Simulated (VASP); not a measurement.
# MgS (R3m) in VASP: settings compared

Aim: see how the results for MgS move with the level of theory and the settings. Levels: PBE, r2SCAN. Tasks: single point.

Program: VASP 6.6.1. These are calculated values, not measurements. Logs are shortened: lines on timing, memory, paths and dates and some standing lists are left out, and cuts for length are marked.

**1. The cell of the first run**

The structure is trigonal, space group R3m (No. 160). The conventional cell has a = 3.905 Å, b = 3.905 Å, c = 9.991 Å, α = 90.00°, β = 90.00°, γ = 120.00°. Mg (site symmetry 3m) has 4 S at 2.42 to 2.44 Å within 3.2 Å. S (site symmetry 3m) has 4 Mg at 2.42 to 2.44 Å within 3.2 Å.

**2. Single point, PBE (epitaxial 111 strain -2.5%)**

File INCAR:

```
SYSTEM = MgS
ALGO = Normal ; EDIFF = 1E-6
ENCUT = 520 ; GGA = PE
ISIF = 2 ; ISMEAR = -1
LASPH = .TRUE. ; LCHARG = .TRUE.
LELF = .TRUE. ; LREAL = .FALSE.
LVHAR = .TRUE. ; LWAVE = .FALSE.
NBANDS = 11 ; NELM = 80
PREC = Accurate ; SIGMA = 0.02
```

File KPOINTS:

```
k-points
0
G
  8 8 8
  0 0 0
```

File POSCAR:

```
MgS
1.0
    0.0819561490      2.8431934199      2.8431934199
    2.8431934199      0.0819561490      2.8431934199
    2.8431934199      2.8431934199      0.0819561490
Mg S
1 1
Direct
    0.0027345533      0.0027345533      0.0027345533
    0.2472654467      0.2472654467      0.2472654467
```

Potentials or basis: VASP PAW PBE potentials, release 64 (Mg, S).

Run with:

```
$ cat potpaw_PBE.64/Mg/POTCAR potpaw_PBE.64/S/POTCAR > POTCAR
$ mpirun -np 1 vasp_std > vasp.out
```

OUTCAR:

```text
SYSTEM = MgS
   EDIFF = 1E-6
   ENCUT = 520
   GGA = PE
   ISIF = 2
   ISMEAR = -1
   LASPH = .TRUE.
   LREAL = .FALSE.
   NELM = 80
   PREC = Accurate

 ion  position               nearest neighbor table
   1  0.003  0.003  0.003-   2 2.42   2 2.42   2 2.42   2 2.44
   2  0.247  0.247  0.247-   1 2.42   1 2.42   1 2.42   1 2.44

  LATTYP: Found a trigonal (rhomboedric) cell.
 ALAT       =     4.0217178489
 COS(alpha) =     0.5286057764

  Lattice vectors:

 A1 = (   0.0819561490,   2.8431934199,   2.8431934199)
 A2 = (   2.8431934199,   0.0819561490,   2.8431934199)
 A3 = (   2.8431934199,   2.8431934199,   0.0819561490)

Analysis of symmetry for initial positions (statically):
=====================================================================
 Subroutine PRICEL returns:
 Original cell was already a primitive cell.

 Routine SETGRP: Setting up the symmetry group for a
 trigonal (rhombohedral) supercell.

 Subroutine GETGRP returns: Found  6 space group operations
 (whereof  6 operations were pure point group operations)
 out of a pool of 12 trial point group operations.

The static configuration has the point symmetry C_3v.

Analysis of symmetry for dynamics (positions and initial velocities):
=====================================================================
 Subroutine PRICEL returns:
 Original cell was already a primitive cell.

 Routine SETGRP: Setting up the symmetry group for a
 trigonal (rhombohedral) supercell.

 Subroutine GETGRP returns: Found  6 space group operations
 (whereof  6 operations were pure point group operations)
 out of a pool of 12 trial point group operations.

The dynamic configuration has the point symmetry C_3v.

 Subroutine INISYM returns: Found  6 space group operations
 (whereof  6 operations are pure point group operations),
 and found     1 'primitive' translations

----------------------------------------------------------------------------------------

                                     Primitive cell

  volume of cell :      43.9803

  direct lattice vectors                    reciprocal lattice vectors
     0.081956149  2.843193420  2.843193420    -0.183650990  0.178505500  0.178505500
     2.843193420  0.081956149  2.843193420     0.178505500 -0.183650990  0.178505500
     2.843193420  2.843193420  0.081956149     0.178505500  0.178505500 -0.183650990

  length of vectors
     4.021717849  4.021717849  4.021717849     0.312179617  0.312179617  0.312179617

  position of ions in fractional coordinates (direct lattice)
     0.002734553  0.002734553  0.002734553
     0.247265447  0.247265447  0.247265447

  ion indices of the primitive-cell ions
   primitive index   ion index
                 1           1
                 2           2

----------------------------------------------------------------------------------------

 KPOINTS: k-points

Automatic generation of k-mesh.
 Grid dimensions read from file:
 generate k-points for:    8    8    8

 Generating k-lattice:

  Cartesian coordinates                     Fractional coordinates (reciprocal lattice)
    -0.022956374  0.022313188  0.022313188     0.125000000 -0.000000000 -0.000000000
     0.022313188 -0.022956374  0.022313188    -0.000000000  0.125000000 -0.000000000
     0.022313188  0.022313188 -0.022956374    -0.000000000 -0.000000000  0.125000000

  Length of vectors
     0.039022452  0.039022452  0.039022452

  Shift w.r.t. Gamma in fractional coordinates (k-lattice)
     0.000000000  0.000000000  0.000000000

 Subroutine IBZKPT returns following result:
 ===========================================

 Found     65 irreducible k-points:

 Following reciprocal coordinates:
            Coordinates               Weight
  0.000000  0.000000  0.000000      1.000000
  0.125000  0.000000  0.000000      6.000000
  0.250000  0.000000  0.000000      6.000000
  0.375000  0.000000  0.000000      6.000000
  0.500000  0.000000  0.000000      3.000000
  0.125000  0.125000  0.000000      6.000000
[... 16 lines left out ...]
  0.250000  0.125000  0.125000      6.000000
  0.375000  0.125000  0.125000      6.000000
 [... further k-points ...]
   k-points           NKPTS =     65   k-points in BZ     NKDIM =     65   number of bands    NBANDS=     11
   number of dos      NEDOS =    301   number of ions     NIONS =      2
   total plane-waves  NPLWV =  27000
   dimension x,y,z NGX =    30 NGY =   30 NGZ =   30
   dimension x,y,z NGXF=    60 NGYF=   60 NGZF=   60
   ions per type =               1   1
   NGX,Y,Z   is equivalent  to a cutoff of  12.40, 12.40, 12.40 a.u.
   NGXF,Y,Z  is equivalent  to a cutoff of  24.80, 24.80, 24.80 a.u.
 SYSTEM =  MgS
   PREC   = accura    normal or accurate (medium, high low for compatibility)
   ISTART =      0    job   : 0-new  1-cont  2-samecut
   ICHARG =      2    charge: 1-file 2-atom 10-const
   ISPIN  =      1    spin polarized calculation?
   LNONCOLLINEAR =      F non collinear calculations
   LSORBIT =      F    spin-orbit coupling
   LASPH  =      T    aspherical Exc in radial PAW
   ENCUT  =  520.0 eV  38.22 Ry    6.18 a.u.   7.48  7.48  7.48*2*pi/ulx,y,z
   NELM   =     80;   NELMIN=  2; NELMDL= -5     # of ELM steps
   EDIFF  = 0.1E-05   stopping-criterion for ELM
   LREAL  =      F    real-space projection
   EDIFFG = 0.1E-04   stopping-criterion for IOM
   NSW    =      0    number of steps for IOM
   IBRION =     -1    ionic relax: 0-MD 1-quasi-New 2-CG
   NFREE  =      0    steps in history (QN), initial steepest desc. (CG)
   ISIF   =      2    stress and relaxation
   ISYM   =      2    0-nonsym 1-usesym 2-fastsym
   POTIM  = 0.5000    time-step for ionic-motion
   TEBEG  =    0.0;   TEEND  =   0.0 temperature during run
   PSTRESS=    0.0 pullay stress
   NELECT =       8.0000    total number of electrons
   NUPDOWN=      -1.0000    fix difference up-down
   EMIN   =  10.00;   EMAX   =-10.00  energy-range for DOS
   EFERMI =   0.00;   METHOD = LEGACY
   ISMEAR =    -1;   SIGMA  =   0.02  broadening in eV -4-tet -1-fermi 0-gaus
   EFERMI_NEDOS =   21; number of points for ismear=-14 and -15
   IALGO  =     38    algorithm
   IMIX   =      4    mixing-type and parameters
     AMIX     =   0.40;   BMIX     =  1.00
     AMIX_MAG =   1.60;   BMIX_MAG =  1.00
  volume/ion in A,a.u.               =      21.99       148.40
  Fermi-wavevector in a.u.,A,eV,Ry     =   0.927581  1.752874 11.706549  0.860407
  Thomas-Fermi vector in A             =   2.053666
   LORBIT       =      0    0 simple, 1 ext, 2 COOP (PROOUT), +10 PAW based schemes
   GGA     = PE    functional components
   LHFCALC =     F    Hartree Fock is set to
   AEXX    =    0.0000 exact exchange contribution
   IVDW    =     0    specifies the selected vdW correction
   LEPSILON=     F    determine dielectric tensor
   LRPA    =     F    only Hartree local field effects (RPA)
 non-spin polarized calculation
  energy-cutoff  :      520.00
  volume of cell :       43.98
 maximum number of plane-waves:      1202
 NGX is ok and might be reduce to    30
   NGX = 15   NGY = 15   NGZ = 15

 number of electron       7.9999999 magnetization

 Free energy of the ion-electron system (eV)
  ---------------------------------------------------
  ext. energy  EPLUGINS =         0.00000000
  ---------------------------------------------------
  free energy    TOTEN  =        -8.44348262 eV

  energy without entropy =       -8.44348262  energy(sigma->0) =       -8.44348262

 E-fermi :   1.8122     XC(G=0):  -8.5125

 val. band max:        1.3649581021   @ k =   0.0000   0.0000   0.0000
 cond. band min:       4.8457364273   @ k =   0.0000   0.0000   0.0000
 fundamental gap:      3.4807783252
 Fermi energy:         1.8122261619

 k-point     1 :       0.0000    0.0000    0.0000
  band No.  band energies     occupation
      1     -10.1058      2.00000
      2       1.0828      2.00000
      3       1.3650      2.00000
      4       1.3650      2.00000
      5       4.8457      0.00000
      6       8.9431      0.00000
      7       9.4964      0.00000
      8       9.4964      0.00000
      9      12.1731      0.00000
     10      12.1731      0.00000
     11      15.1697      0.00000

 k-point     2 :       0.1250    0.0000    0.0000
  band No.  band energies     occupation
      1     -10.0100      2.00000
      2       0.6190      2.00000
      3       1.0728      2.00000
      4       1.2996      2.00000
      5       5.4992      0.00000
      6       9.1344      0.00000
      7       9.3078      0.00000
      8       9.6753      0.00000
      9      11.6195      0.00000
     10      11.7470      0.00000
     11      14.5157      0.00000

 k-point     3 :       0.2500    0.0000    0.0000
  band No.  band energies     occupation
      1      -9.7607      2.00000
      2      -0.5928      2.00000
      3       0.9506      2.00000
      4       1.1525      2.00000
      5       6.3137      0.00000
      6       9.2103      0.00000
      7       9.3520      0.00000
      8       9.6251      0.00000
      9      11.5587      0.00000
     10      11.9607      0.00000
     11      13.6228      0.00000

 k-point     4 :       0.3750    0.0000    0.0000
  band No.  band energies     occupation
      1      -9.4795      2.00000
      2      -1.5664      2.00000
      3       0.8482      2.00000
      4       1.0183      2.00000
      5       6.4574      0.00000
      6       8.9015      0.00000
      7       9.2081      0.00000
      8       9.8048      0.00000
      9      12.8249      0.00000
     10      13.4194      0.00000
     11      13.7169      0.00000

 k-point     5 :       0.5000    0.0000    0.0000
  band No.  band energies     occupation
      1      -9.3510      2.00000
      2      -1.9389      2.00000
      3       0.8089      2.00000
      4       0.9660      2.00000
      5       6.4175      0.00000
      6       8.7187      0.00000
      7       9.0255      0.00000
      8      10.0048      0.00000
      9      14.2405      0.00000
     10      14.3879      0.00000
     11      14.9389      0.00000
[... 211 lines left out ...]
 k-point    21 :       0.5000    0.5000    0.0000
  band No.  band energies     occupation
      1      -9.1382      2.00000
      2      -1.6312      2.00000
      3       0.0744      2.00000
      4       0.3325      2.00000
      5       5.0995      0.00000
      6       6.9738      0.00000
      7      12.6199      0.00000
      8      13.8419      0.00000
      9      13.8642      0.00000
     10      15.0235      0.00000
     11      15.1996      0.00000

 k-point    22 :       0.1250    0.1250    0.1250
  band No.  band energies     occupation
      1     -10.0211      2.00000
      2       0.4044      2.00000
      3       1.3196      2.00000
      4       1.3196      2.00000
      5       5.5420      0.00000
      6       8.8091      0.00000
      7       9.6567      0.00000
      8       9.6567      0.00000
      9      11.7790      0.00000
     10      11.7790      0.00000
     11      14.6354      0.00000

 k-point    23 :       0.2500    0.1250    0.1250
  band No.  band energies     occupation
      1      -9.8799      2.00000
      2      -0.1187      2.00000
      3       0.8585      2.00000
      4       1.3050      2.00000
      5       6.3221      0.00000
      6       8.7712      0.00000
      7       9.5719      0.00000
      8       9.8744      0.00000
      9      10.9134      0.00000
     10      12.1506      0.00000
     11      15.0808      0.00000

 k-point    24 :       0.3750    0.1250    0.1250
  band No.  band energies     occupation
      1      -9.6182      2.00000
      2      -0.9441      2.00000
      3       0.4387      2.00000
      4       1.1552      2.00000
      5       6.9773      0.00000
      6       8.7741      0.00000
      7       9.3818      0.00000
      8       9.7011      0.00000
      9      11.4303      0.00000
     10      13.2119      0.00000
     11      14.4163      0.00000

 [... further k-points ...]
[... 5 lines left out ...]
  --------------------------------------------------------------------------------------
  -------------------------------------------------------------------------------------
  Total        0.7781406      0.7781406      0.7781406     -0.2518831     -0.2518831     -0.2518831
  in kB       28.3471978     28.3471978     28.3471978     -9.1759506     -9.1759506     -9.1759506
  external PRESSURE =      28.3471978 kB  Pullay stress =       0.0000000 kB

 VOLUME and BASIS-vectors are now :
 -----------------------------------------------------------------------------
  energy-cutoff  :      520.00
  volume of cell :       43.98
      direct lattice vectors                 reciprocal lattice vectors
     0.081956149  2.843193420  2.843193420    -0.183650990  0.178505500  0.178505500
     2.843193420  0.081956149  2.843193420     0.178505500 -0.183650990  0.178505500
     2.843193420  2.843193420  0.081956149     0.178505500  0.178505500 -0.183650990

 POSITION                                       TOTAL-FORCE (eV/Angst)
 -----------------------------------------------------------------------------------
      0.01577      0.01577      0.01577         0.005137      0.005137      0.005137
      1.42631      1.42631      1.42631        -0.005137     -0.005137     -0.005137
 -----------------------------------------------------------------------------------
    total drift:                               -0.000160     -0.000160     -0.000160

  FREE ENERGIE OF THE ION-ELECTRON SYSTEM (eV)
  ---------------------------------------------------
  free  energy   TOTEN  =        -8.4434826177 eV

  energy  without entropy=       -8.4434826177  energy(sigma->0) =       -8.44348262
```

Wall time 22 s (1 thread of Intel Xeon Platinum 8488C (Sapphire Rapids), shared host); peak memory 0.18 GiB.

What came out:

```yaml
Free_energy: -8.4435 eV
Pressure: 2.8 GPa
Largest_force: 0.009 eV/Å
Band_gap_on_the_k_mesh: 3.48 eV
```

Forces in eV/Å, atoms in the order of the input:
```
Mg   0.005  0.005  0.005
S   -0.005 -0.005 -0.005
```

Stress tensor (GPa, compression positive):
```
 2.83 -0.92 -0.92
-0.92  2.83 -0.92
-0.92 -0.92  2.83
```

Caveat: the cell differs from its parent crystal (epitaxial 111 strain -2.5%). A k mesh can miss the band edges.

**3. Single point, r2SCAN (epitaxial 111 strain -2.5%)**

POSCAR is that of step 2.

File INCAR.step1:

```
SYSTEM = MgS
ALGO = Normal
EDIFF = 1E-4
ENCUT = 520
GGA = PE
ISMEAR = 0
LASPH = .TRUE.
LCHARG = .FALSE.
LREAL = .FALSE.
LWAVE = .TRUE.
NBANDS = 11
NELM = 80
PREC = Accurate
SIGMA = 0.01
```

File INCAR.step2:

```
SYSTEM = MgS
ALGO = Normal
EDIFF = 1E-6
ENCUT = 520
ISIF = 2
ISMEAR = 0
ISTART = 1
LASPH = .TRUE.
LCHARG = .FALSE.
LMIXTAU = .TRUE.
LREAL = .FALSE.
LWAVE = .FALSE.
METAGGA = R2SCAN
NBANDS = 11
NELM = 80
PREC = Accurate
SIGMA = 0.01
```

KPOINTS is that of step 2.

Potentials or basis: VASP PAW PBE potentials, release 64 (Mg, S).

Run with:

```
$ cat potpaw_PBE.64/Mg/POTCAR potpaw_PBE.64/S/POTCAR > POTCAR
$ cp INCAR.step1 INCAR
$ mpirun -np 1 vasp_std > vasp.out
$ cp INCAR.step2 INCAR
$ mpirun -np 1 vasp_std > vasp.out
```

OUTCAR:

```text
SYSTEM = MgS
   EDIFF = 1E-6
   ENCUT = 520
   ISIF = 2
   ISMEAR = 0
   ISTART = 1
   LASPH = .TRUE.
   LREAL = .FALSE.
   METAGGA = R2SCAN
   NELM = 80
   PREC = Accurate

 ion  position               nearest neighbor table
   1  0.003  0.003  0.003-   2 2.42   2 2.42   2 2.42   2 2.44
   2  0.247  0.247  0.247-   1 2.42   1 2.42   1 2.42   1 2.44

  LATTYP: Found a trigonal (rhomboedric) cell.
 ALAT       =     4.0217178489
 COS(alpha) =     0.5286057764

  Lattice vectors:

 A1 = (   0.0819561490,   2.8431934199,   2.8431934199)
 A2 = (   2.8431934199,   0.0819561490,   2.8431934199)
[... 515 lines left out ...]
      8      10.0152      0.00000
      9      11.8044      0.00000
     10      13.6688      0.00000
     11      14.9263      0.00000

 [... further k-points ...]
[... 5 lines left out ...]
  --------------------------------------------------------------------------------------
  -------------------------------------------------------------------------------------
  Total        0.4498275      0.4498275      0.4498275     -0.2710890     -0.2710890     -0.2710890
  in kB       16.3869468     16.3869468     16.3869468     -9.8756093     -9.8756093     -9.8756093
  external PRESSURE =      16.3869468 kB  Pullay stress =       0.0000000 kB

 VOLUME and BASIS-vectors are now :
 -----------------------------------------------------------------------------
  energy-cutoff  :      520.00
  volume of cell :       43.98
      direct lattice vectors                 reciprocal lattice vectors
     0.081956149  2.843193420  2.843193420    -0.183650990  0.178505500  0.178505500
     2.843193420  0.081956149  2.843193420     0.178505500 -0.183650990  0.178505500
     2.843193420  2.843193420  0.081956149     0.178505500  0.178505500 -0.183650990

 POSITION                                       TOTAL-FORCE (eV/Angst)
 -----------------------------------------------------------------------------------
      0.01577      0.01577      0.01577        -0.001752     -0.001752     -0.001752
      1.42631      1.42631      1.42631         0.001752      0.001752      0.001752
 -----------------------------------------------------------------------------------
    total drift:                               -0.002390     -0.002390     -0.002390

  FREE ENERGIE OF THE ION-ELECTRON SYSTEM (eV)
  ---------------------------------------------------
  free  energy   TOTEN  =       -15.4328085526 eV

  energy  without entropy=      -15.4328085526  energy(sigma->0) =      -15.43280855
```

OUTCAR.step1:

```text
SYSTEM = MgS
   EDIFF = 1E-4
   ENCUT = 520
   GGA = PE
   ISMEAR = 0
   LASPH = .TRUE.
   LREAL = .FALSE.
[... 558 lines left out ...]
      0.01577      0.01577      0.01577         0.005003      0.005003      0.005003
      1.42631      1.42631      1.42631        -0.005003     -0.005003     -0.005003
 -----------------------------------------------------------------------------------
    total drift:                               -0.000066     -0.000066     -0.000066

  FREE ENERGIE OF THE ION-ELECTRON SYSTEM (eV)
  ---------------------------------------------------
  free  energy   TOTEN  =        -8.4434805189 eV

  energy  without entropy=       -8.4434805189  energy(sigma->0) =       -8.44348052
```

It took 89 s on 1 thread of Intel Xeon Platinum 8488C (Sapphire Rapids), shared host; peak memory 0.19 GiB.

Results:

| Property | Result |
| --- | --- |
| Free energy | -15.4328 eV |
| Pressure | 1.6 GPa |
| Largest force | 0.003 eV/Å |
| Band gap on the k mesh | 4.16 eV |

Forces on the atoms (eV/Å):
```
Mg  -0.002 -0.002 -0.002
S    0.002  0.002  0.002
```

Caveat: the cell differs from its parent crystal (epitaxial 111 strain -2.5%); the PAW data sets were made with another functional, which shifts forces and pressure a little. A k mesh can miss the band edges.
